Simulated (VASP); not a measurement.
# Bi (P6_3/mmc) in VASP: notebook

Runs on Bi. Level: PBE. Tasks: relaxation of shape and atoms at fixed volume.

Program: VASP 6.6.1. These are calculated values, not measurements. Logs are shortened: lines on timing, memory, paths and dates and some standing lists are left out, and cuts for length are marked.

### Step 1. The cell of the first run

It takes space group P6_3/mmc (No. 194, hexagonal). Conventional cell: a = 2.987 Å, b = 2.987 Å, c = 4.924 Å, α = 90.00°, β = 90.00°, γ = 120.00°. Bi (site symmetry -6m2) has 12 Bi at 2.99 to 3.01 Å within 3.9 Å.

This isn't the form of Bi at room conditions, which is rhombohedral.

### Step 2. Relaxation of shape and atoms at fixed volume, PBE

INCAR reads:

```
SYSTEM = Bi
  ALGO = Normal
  EDIFF = 1E-7
  EDIFFG = -0.005
  ENCUT = 600
  GGA = PE
  IBRION = 2
  ISIF = 4
  ISMEAR = -1
  LASPH = .TRUE.
  LCHARG = .FALSE.
  LREAL = .FALSE.
  LWAVE = .FALSE.
  NELM = 100
  NSW = 50
  PREC = Accurate
  SIGMA = 0.05
```

KPOINTS reads:

```
k-points
0
G
  14 14 8
  0 0 0
```

POSCAR reads:

```
Bi
1.0
    2.9868202390      0.0000000000      0.0000000000
   -1.4934101195      2.5866622035      0.0000000000
    0.0000000000      0.0000000000      4.9241636002
Bi
2
Direct
    0.3333333333      0.6666666667      0.2500000000
    0.6666666667      0.3333333333      0.7500000000
```

Potentials or basis: VASP PAW PBE potentials, release 64 (Bi_d).

Launch:

```console
$ cat potpaw_PBE.64/Bi_d/POTCAR > POTCAR
$ mpirun -np 1 vasp_std > vasp.out
```

OUTCAR:

```text
SYSTEM = Bi
   EDIFF = 1E-7
   EDIFFG = -0.005
   ENCUT = 600
   GGA = PE
   IBRION = 2
   ISIF = 4
   ISMEAR = -1
   LASPH = .TRUE.
   LREAL = .FALSE.
   NELM = 100
   NSW = 50
   PREC = Accurate

 ion  position               nearest neighbor table
   1  0.333  0.667  0.250-   2 3.01   2 3.01   2 3.01   2 3.01   2 3.01   2 3.01
   2  0.667  0.333  0.750-   1 3.01   1 3.01   1 3.01   1 3.01   1 3.01   1 3.01

  LATTYP: Found a hexagonal cell.
 ALAT       =     2.9868202390
 C/A-ratio  =     1.6486307197

  Lattice vectors:

 A1 = (   2.9868202390,   0.0000000000,   0.0000000000)
 A2 = (  -1.4934101195,   2.5866622035,   0.0000000000)
 A3 = (   0.0000000000,   0.0000000000,   4.9241636002)

Analysis of symmetry for initial positions (statically):
=====================================================================
 Subroutine PRICEL returns:
 Original cell was already a primitive cell.

 Routine SETGRP: Setting up the symmetry group for a
 hexagonal supercell.

 Subroutine GETGRP returns: Found 24 space group operations
 (whereof 12 operations were pure point group operations)
 out of a pool of 24 trial point group operations.

The static configuration has the point symmetry D_3d.
 The point group associated with its full space group is D_6h.

Analysis of symmetry for dynamics (positions and initial velocities):
=====================================================================
 Subroutine PRICEL returns:
 Original cell was already a primitive cell.

 Routine SETGRP: Setting up the symmetry group for a
 hexagonal supercell.

 Subroutine GETGRP returns: Found 24 space group operations
 (whereof 12 operations were pure point group operations)
 out of a pool of 24 trial point group operations.

The dynamic configuration has the point symmetry D_3d.
 The point group associated with its full space group is D_6h.

 Subroutine INISYM returns: Found 24 space group operations
 (whereof 12 operations are pure point group operations),
 and found     1 'primitive' translations

----------------------------------------------------------------------------------------

                                     Primitive cell

  volume of cell :      38.0436

  direct lattice vectors                    reciprocal lattice vectors
     2.986820239  0.000000000  0.000000000     0.334804213  0.193299303  0.000000000
    -1.493410120  2.586662203  0.000000000     0.000000000  0.386598605  0.000000000
     0.000000000  0.000000000  4.924163600     0.000000000  0.000000000  0.203080174

  length of vectors
     2.986820239  2.986820239  4.924163600     0.386598605  0.386598605  0.203080174

  position of ions in fractional coordinates (direct lattice)
     0.333333333  0.666666667  0.250000000
     0.666666667  0.333333333  0.750000000

  ion indices of the primitive-cell ions
   primitive index   ion index
                 1           1
                 2           2

----------------------------------------------------------------------------------------

 KPOINTS: k-points

Automatic generation of k-mesh.
 Grid dimensions read from file:
 generate k-points for:   14   14    8

 Generating k-lattice:

  Cartesian coordinates                     Fractional coordinates (reciprocal lattice)
     0.023914587  0.013807093  0.000000000     0.071428571  0.000000000  0.000000000
     0.000000000  0.027614186  0.000000000     0.000000000  0.071428571  0.000000000
     0.000000000  0.000000000  0.025385022     0.000000000  0.000000000  0.125000000

  Length of vectors
     0.027614186  0.027614186  0.025385022

  Shift w.r.t. Gamma in fractional coordinates (k-lattice)
     0.000000000  0.000000000  0.000000000

 Subroutine IBZKPT returns following result:
 ===========================================

 Found    120 irreducible k-points:

 Following reciprocal coordinates:
            Coordinates               Weight
  0.000000  0.000000  0.000000      1.000000
  0.071429  0.000000  0.000000      6.000000
  0.142857  0.000000  0.000000      6.000000
  0.214286  0.000000  0.000000      6.000000
  0.285714  0.000000  0.000000      6.000000
  0.357143 -0.000000  0.000000      6.000000
[... 16 lines left out ...]
  0.285714  0.285714  0.000000      6.000000
  0.357143  0.285714  0.000000      6.000000
 [... further k-points ...]
   k-points           NKPTS =    120   k-points in BZ     NKDIM =    120   number of bands    NBANDS=     19
   number of dos      NEDOS =    301   number of ions     NIONS =      2
   total plane-waves  NPLWV =  23040
   dimension x,y,z NGX =    24 NGY =   24 NGZ =   40
   dimension x,y,z NGXF=    48 NGYF=   48 NGZF=   80
   ions per type =               2
   NGX,Y,Z   is equivalent  to a cutoff of  13.36, 13.36, 13.50 a.u.
   NGXF,Y,Z  is equivalent  to a cutoff of  26.72, 26.72, 27.01 a.u.
 SYSTEM =  Bi
   PREC   = accura    normal or accurate (medium, high low for compatibility)
   ISTART =      0    job   : 0-new  1-cont  2-samecut
   ICHARG =      2    charge: 1-file 2-atom 10-const
   ISPIN  =      1    spin polarized calculation?
   LNONCOLLINEAR =      F non collinear calculations
   LSORBIT =      F    spin-orbit coupling
   LASPH  =      T    aspherical Exc in radial PAW
   ENCUT  =  600.0 eV  44.10 Ry    6.64 a.u.   5.97  5.97  9.83*2*pi/ulx,y,z
   NELM   =    100;   NELMIN=  2; NELMDL= -5     # of ELM steps
   EDIFF  = 0.1E-06   stopping-criterion for ELM
   LREAL  =      F    real-space projection
   EDIFFG = -.5E-02   stopping-criterion for IOM
   NSW    =     50    number of steps for IOM
   IBRION =      2    ionic relax: 0-MD 1-quasi-New 2-CG
   NFREE  =      1    steps in history (QN), initial steepest desc. (CG)
   ISIF   =      4    stress and relaxation
   ISYM   =      2    0-nonsym 1-usesym 2-fastsym
   POTIM  = 0.5000    time-step for ionic-motion
   TEBEG  =    0.0;   TEEND  =   0.0 temperature during run
   PSTRESS=    0.0 pullay stress
   NELECT =      30.0000    total number of electrons
   NUPDOWN=      -1.0000    fix difference up-down
   EMIN   =  10.00;   EMAX   =-10.00  energy-range for DOS
   EFERMI =   0.00;   METHOD = LEGACY
   ISMEAR =    -1;   SIGMA  =   0.05  broadening in eV -4-tet -1-fermi 0-gaus
   EFERMI_NEDOS =   21; number of points for ismear=-14 and -15
   IALGO  =     38    algorithm
   IMIX   =      4    mixing-type and parameters
     AMIX     =   0.40;   BMIX     =  1.00
     AMIX_MAG =   1.60;   BMIX_MAG =  1.00
  volume/ion in A,a.u.               =      19.02       128.37
  Fermi-wavevector in a.u.,A,eV,Ry     =   1.512475  2.858163 31.124417  2.287580
  Thomas-Fermi vector in A             =   2.622394
   LORBIT       =      0    0 simple, 1 ext, 2 COOP (PROOUT), +10 PAW based schemes
   GGA     = PE    functional components
   LHFCALC =     F    Hartree Fock is set to
   AEXX    =    0.0000 exact exchange contribution
   IVDW    =     0    specifies the selected vdW correction
   LEPSILON=     F    determine dielectric tensor
   LRPA    =     F    only Hartree local field effects (RPA)
 conjugate gradient relaxation of ions
 non-spin polarized calculation
  energy-cutoff  :      600.00
  volume of cell :       38.04
 maximum number of plane-waves:      1296
 NGX is ok and might be reduce to    24
   NGX = 11   NGY = 11   NGZ = 19

--------------------------------------- Ionic step        1  -------------------------------------------

 number of electron      29.9999999 magnetization

 Free energy of the ion-electron system (eV)
  ---------------------------------------------------
  ext. energy  EPLUGINS =         0.00000000
  ---------------------------------------------------
  free energy    TOTEN  =        -3.23243016 eV

  energy without entropy =       -3.22271365  energy(sigma->0) =       -3.22757190

------------------------ aborting loop because EDIFF is reached ----------------------------------------

  FORCE on cell =-STRESS in cart. coord.  units (eV):
  Direction    XX          YY          ZZ          XY          YZ          ZX
  --------------------------------------------------------------------------------------
  -------------------------------------------------------------------------------------
  Total       21.1077374     21.1077374     20.0661125      0.0000000      0.0000000      0.0000000
  in kB      888.9370099    888.9370099    845.0697377      0.0000000      0.0000000      0.0000000
  external PRESSURE =     874.3145859 kB  Pullay stress =       0.0000000 kB
[... 57 lines left out ...]
  energy  without entropy=       -3.2253372435  energy(sigma->0) =       -3.23036602

--------------------------------------- Ionic step        3  -------------------------------------------

 number of electron      29.9999993 magnetization

 Free energy of the ion-electron system (eV)
  ---------------------------------------------------
  ext. energy  EPLUGINS =         0.00000000
  ---------------------------------------------------
  free energy    TOTEN  =        -3.23736982 eV

  energy without entropy =       -3.22667007  energy(sigma->0) =       -3.23201995

 E-fermi :  15.9208     XC(G=0): -12.8737

 val. band max:       15.9008864591   @ k =   0.5000   0.0000   0.0000
 cond. band min:      15.9217978181   @ k =   0.2857   0.1429   0.0000
 fundamental gap:      0.0209113590
 Fermi energy:        15.9208447067

 k-point     1 :       0.0000    0.0000    0.0000
  band No.  band energies     occupation
      1      -8.3072      2.00000
      2      -8.1664      2.00000
      3      -8.1053      2.00000
      4      -8.1053      2.00000
      5      -8.0489      2.00000
      6      -8.0489      2.00000
[... 11 lines left out ...]
     18      24.4514      0.00000
     19      24.4977      0.00000
[... 489 lines left out ...]
      3      -8.0399      2.00000
      4      -8.0340      2.00000
      5      -7.9712      2.00000
      6      -7.8741      2.00000
[... 11 lines left out ...]
     18      15.2280      2.00000
     19      19.1912      0.00000

 [... further k-points ...]
[... 5 lines left out ...]
  --------------------------------------------------------------------------------------
  -------------------------------------------------------------------------------------
  Total       20.7559678     20.7559678     20.7482123      0.0000000      0.0000000     -0.0000000
  in kB      874.1224921    874.1224921    873.7958753      0.0000000      0.0000000     -0.0000000
  external PRESSURE =     874.0136198 kB  Pullay stress =       0.0000000 kB
[... 17 lines left out ...]
  FREE ENERGIE OF THE ION-ELECTRON SYSTEM (eV)
  ---------------------------------------------------
  free  energy   TOTEN  =        -3.2373698195 eV

  energy  without entropy=       -3.2266700728  energy(sigma->0) =       -3.23201995

 reached required accuracy - stopping structural energy minimisation
```

Wall time 3.2 min (1 thread of Intel Xeon 8259CL, shared host); peak memory 0.22 GiB.

What came out:

| Quantity | Value |
| --- | --- |
| Free energy | -3.2374 eV |
| Energy gained by relaxing | 2.5 meV/atom |
| Ionic steps | 3 |
| Pressure after relaxing | 87.4 GPa |
| Band gap on the k mesh | zero (bands 15 and 16 overlap by 11.52 eV) |

The path:
| step | energy change (eV) | largest force (eV/Å) | pressure (GPa) | volume (Å³) |
| --- | --- | --- | --- | --- |
| 1 | 0.0000 | 0.0000 | 87.43 | 38.04 |
| 2 | -0.0030 | 0.0000 | 87.40 | 38.04 |
| 3 | -0.0049 | 0.0000 | 87.40 | 38.04 |

Final structure:
```xyz
2
Lattice="3.0018 0.0000 0.0000 -1.5009 2.5996 0.0000 0.0000 0.0000 4.8753" Properties=species:S:1:pos:R:3 pbc="T T T"
Bi    0.0000    1.7331    1.2188
Bi    1.5009    0.8665    3.6564
```

Levels at points of the mesh, in eV from the Fermi level:
| k point | band 11 | band 12 | band 13 | band 14 | band 15 | band 16 | band 17 | band 18 | band 19 |
| --- | --- | --- | --- | --- | --- | --- | --- | --- | --- |
| (0.00, 0.00, 0.00) | -18.47 | -11.96 | -9.10 | 5.64 | 5.64 | 7.69 | 8.53 | 8.53 | 8.58 |
| (0.50, 0.00, 0.00) | -12.62 | -11.11 | -5.90 | -4.67 | -3.61 | -0.36 | -0.02 | 5.51 | 5.67 |
| (0.00, 0.00, 0.50) | -16.59 | -16.59 | -0.92 | -0.92 | 6.93 | 6.93 | 6.93 | 6.93 | 7.77 |
| (0.50, 0.00, 0.50) | -11.11 | -11.11 | -8.29 | -8.29 | 2.18 | 2.18 | 2.85 | 2.85 | 6.06 |

Caveat: spin-orbit coupling is left out, which moves the levels of the heavy elements.

### Step 3. Relaxation of shape and atoms at fixed volume, PBE

This run uses another cell than the first one, of 21.56 Å³/atom.

INCAR reads:

```
SYSTEM = Bi
PREC     = Accurate       ! precision mode
ENCUT    = 600            ! plane-wave cutoff, eV
EDIFF    = 1E-6           ! SCF threshold, eV
ISMEAR   = -1             ! smearing method
SIGMA    = 0.05           ! smearing width, eV
LREAL    = .False.        ! projectors in reciprocal space
LASPH    = .True.         ! aspherical terms in the spheres
NELM     = 60             ! most SCF steps
ALGO     = Normal         ! electronic algorithm
ISIF     = 4              ! what is computed and relaxed
LWAVE    = .False.        ! write WAVECAR
LCHARG   = .False.        ! write CHGCAR
GGA      = PE             ! functional
IBRION   = 2              ! ionic algorithm
NSW      = 50             ! ionic steps
EDIFFG   = -0.005         ! ionic threshold
```

KPOINTS reads:

```
regular mesh
0
Gamma
  14 14 8
  0 0 0
```

POSCAR reads:

```
Bi
1.0
    3.1140695381      0.0000000000      0.0000000000
   -1.5570347690      2.6968633292      0.0000000000
    0.0000000000      0.0000000000      5.1339507038
Bi
2
Direct
    0.3333333333      0.6666666667      0.2500000000
    0.6666666667      0.3333333333      0.7500000000
```

Potentials or basis: VASP PAW PBE potentials, release 64 (Bi_d).

Launch:

```console
$ cat potpaw_PBE.64/Bi_d/POTCAR > POTCAR
$ mpirun -np 1 vasp_std > vasp.out
```

OUTCAR:

```text
SYSTEM = Bi
   PREC = Accurate
   ENCUT = 600
   EDIFF = 1E-6
   ISMEAR = -1
   LREAL = .False.
   LASPH = .True.
   NELM = 60
   ISIF = 4
   GGA = PE
   IBRION = 2
   NSW = 50
   EDIFFG = -0.005

 ion  position               nearest neighbor table
   1  0.333  0.667  0.250-   2 3.13   2 3.13   2 3.13   2 3.13   2 3.13   2 3.13
   2  0.667  0.333  0.750-   1 3.13   1 3.13   1 3.13   1 3.13   1 3.13   1 3.13

  LATTYP: Found a hexagonal cell.
 ALAT       =     3.1140695381
 C/A-ratio  =     1.6486307197

  Lattice vectors:

 A1 = (   3.1140695381,   0.0000000000,   0.0000000000)
 A2 = (  -1.5570347690,   2.6968633292,   0.0000000000)
 A3 = (   0.0000000000,   0.0000000000,   5.1339507038)

Analysis of symmetry for initial positions (statically):
=====================================================================
 Subroutine PRICEL returns:
 Original cell was already a primitive cell.

 Routine SETGRP: Setting up the symmetry group for a
 hexagonal supercell.

 Subroutine GETGRP returns: Found 24 space group operations
 (whereof 12 operations were pure point group operations)
 out of a pool of 24 trial point group operations.

[... 166 lines left out ...]

------------------------ aborting loop because EDIFF is reached ----------------------------------------

  FORCE on cell =-STRESS in cart. coord.  units (eV):
  Direction    XX          YY          ZZ          XY          YZ          ZX
  --------------------------------------------------------------------------------------
  -------------------------------------------------------------------------------------
  Total       13.4507273     13.4507273     12.6714996      0.0000000     -0.0000000      0.0000000
  in kB      499.8243537    499.8243537    470.8685209      0.0000000     -0.0000000      0.0000000
  external PRESSURE =     490.1724094 kB  Pullay stress =       0.0000000 kB
[... 59 lines left out ...]
--------------------------------------- Ionic step        3  -------------------------------------------

 number of electron      29.9999998 magnetization

 Free energy of the ion-electron system (eV)
  ---------------------------------------------------
  ext. energy  EPLUGINS =         0.00000000
  ---------------------------------------------------
  free energy    TOTEN  =        -5.34105686 eV

  energy without entropy =       -5.33086012  energy(sigma->0) =       -5.33595849

 E-fermi :  13.5414     XC(G=0): -12.1724

 val. band max:       13.5293072569   @ k =   0.1429   0.0714   0.1250
 cond. band min:      13.5601977931   @ k =   0.3571   0.2143   0.1250
 fundamental gap:      0.0308905362
 Fermi energy:        13.5413651039

 k-point     1 :       0.0000    0.0000    0.0000
  band No.  band energies     occupation
      1     -10.2138      2.00000
      2     -10.1522      2.00000
      3     -10.1035      2.00000
      4     -10.1035      2.00000
      5     -10.0671      2.00000
      6     -10.0671      2.00000
[... 505 lines left out ...]
      6      -9.9307      2.00000
[... 11 lines left out ...]
     18      12.9845      1.99997
     19      17.0364      0.00000

 [... further k-points ...]
[... 5 lines left out ...]
  --------------------------------------------------------------------------------------
  -------------------------------------------------------------------------------------
  Total       13.1891663     13.1891663     13.1849711      0.0000000     -0.0000000      0.0000000
  in kB      490.1048381    490.1048382    489.9489446      0.0000000     -0.0000000      0.0000000
  external PRESSURE =     490.0528736 kB  Pullay stress =       0.0000000 kB
[... 17 lines left out ...]
  FREE ENERGIE OF THE ION-ELECTRON SYSTEM (eV)
  ---------------------------------------------------
  free  energy   TOTEN  =        -5.3410568552 eV

  energy  without entropy=       -5.3308601181  energy(sigma->0) =       -5.33595849

 reached required accuracy - stopping structural energy minimisation
```

OSZICAR:

```text
N       E                     dE             d eps       ncg     rms          rms(c)
DAV:   1     0.311253850933E+03    0.31125E+03   -0.18272E+04  4576   0.247E+03
DAV:   2     0.188217905725E+02   -0.29243E+03   -0.28738E+03  4572   0.517E+02
[... 18 lines left out ...]
   2 F= -.53408639E+01 E0= -.53359617E+01  d E =-.383243E-02
       N       E                     dE             d eps       ncg     rms          rms(c)
DAV:   1    -0.534297114482E+01   -0.21074E-02   -0.70537E-02  5173   0.235E+00    0.203E-01
DAV:   2    -0.534172489095E+01    0.12463E-02   -0.30978E-03  6199   0.882E-01    0.127E-01
DAV:   3    -0.534103522809E+01    0.68966E-03   -0.13774E-03  6130   0.657E-01    0.175E-02
DAV:   4    -0.534105730476E+01   -0.22077E-04   -0.31823E-04  4840   0.225E-01    0.796E-03
DAV:   5    -0.534105685520E+01    0.44957E-06   -0.98325E-06  5990   0.472E-02
   3 F= -.53410569E+01 E0= -.53359585E+01  d E =-.402540E-02
```

Wall time 5.7 min (1 thread of Intel Xeon 8259CL, shared host); peak memory 0.25 GiB.

Results:

```
Free energy               : -5.3411 eV
Energy gained by relaxing : 2.0 meV/atom
Ionic steps               : 3
Pressure after relaxing   : 49.0 GPa
Band gap on the k mesh    : zero (bands 15 and 16 overlap by 10.19 eV)
```

The path:
```
step  energy change (eV)  largest force (eV/Å)  pressure (GPa)  volume (Å³)
   1              0.0000                0.0000           49.02        43.12
   2             -0.0038                0.0000           49.01        43.12
   3             -0.0040                0.0000           49.01        43.12
```

Final structure:
```
Bi
1.0
     3.13011    0.00000    0.00000
    -1.56506    2.71076    0.00000
     0.00000    0.00000    5.08146
Bi
2
Cartesian
  0.0000 1.8072 1.2704
  1.5651 0.9036 3.8111
```

Caveat: spin-orbit coupling is left out, which moves the levels of the heavy elements.

The gap in the log of VASP goes by the Fermi energy; the results here count the filled bands.